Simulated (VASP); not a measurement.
Set up this calculation in VASP 6.6.1, as the native input.

```
Task                   : single point
Functional             : PBEsol
Dispersion             : D3(BJ)
Potentials or basis    : VASP PAW PBE potentials, release 64 (C)
Cutoff                 : 520 eV
k mesh                 : 18 × 18 × 6
Occupations            : gaussian, width 0.15 eV
Spin                   : no spin polarisation
Dipole correction      : no
Further INCAR settings : ALGO = Normal; EDIFF = 1e-06; NBANDS = 16
```

The structure of C lies in POSCAR:

```
C
1.0
    2.4580081303     -0.3687012195      0.0000000000
   -1.5483086877      2.3130480933      0.0000000000
    0.0000000000      0.0000000000      6.3497547534
C
4
Direct
    0.0000000000      0.0000000000      0.0025000000
    0.0000000000      0.0000000000      0.5025000000
    0.3333333333      0.6666666667      0.0025000000
    0.6666666667      0.3333333333      0.5025000000
```

This cell differs from its parent crystal: engineering shear strain xy -0.3000, normal strain along z -0.0350.

The input as run:

INCAR

```
ALGO     = Normal         # electronic algorithm
EDIFF    = 1E-6           # SCF threshold, eV
ENCUT    = 520            # plane-wave cutoff, eV
GGA      = PS             # functional
ISIF     = 2              # what is computed and relaxed
ISMEAR   = 0              # smearing method
IVDW     = 12             # dispersion correction
LASPH    = True           # aspherical terms in the spheres
LCHARG   = True           # write CHGCAR
LELF     = True           # ELF
LREAL    = False          # projectors in reciprocal space
LVHAR    = True         
LWAVE    = False          # write WAVECAR
NBANDS   = 16             # bands
NELM     = 80             # most SCF steps
PREC     = Accurate       # precision mode
SIGMA    = 0.15           # smearing width, eV
```

KPOINTS

```
k-points
0
Gamma
  18 18 6
```

Potentials or basis: VASP PAW PBE potentials, release 64 (C).

Run with:

```console
$ cat potpaw_PBE.64/C/POTCAR > POTCAR
$ mpirun -np 1 vasp_std > vasp.out
```

Results of the run:

The pressure is 38.4 GPa, the largest force is 5.734 eV/Å and the dispersion energy per atom is -0.097 eV.

Caveat: the cell differs from its parent crystal (engineering shear strain xy -0.3000, normal strain along z -0.0350); the cell stands under pressure; the PAW data sets were made with another functional, which shifts forces and pressure a little.

Wall time 4.5 min on 1 thread of Intel(R) Xeon(R) Platinum 8259CL CPU @ 2.50GHz (Skylake/Cascade Lake), on a shared host, peak memory 0.36 GiB.
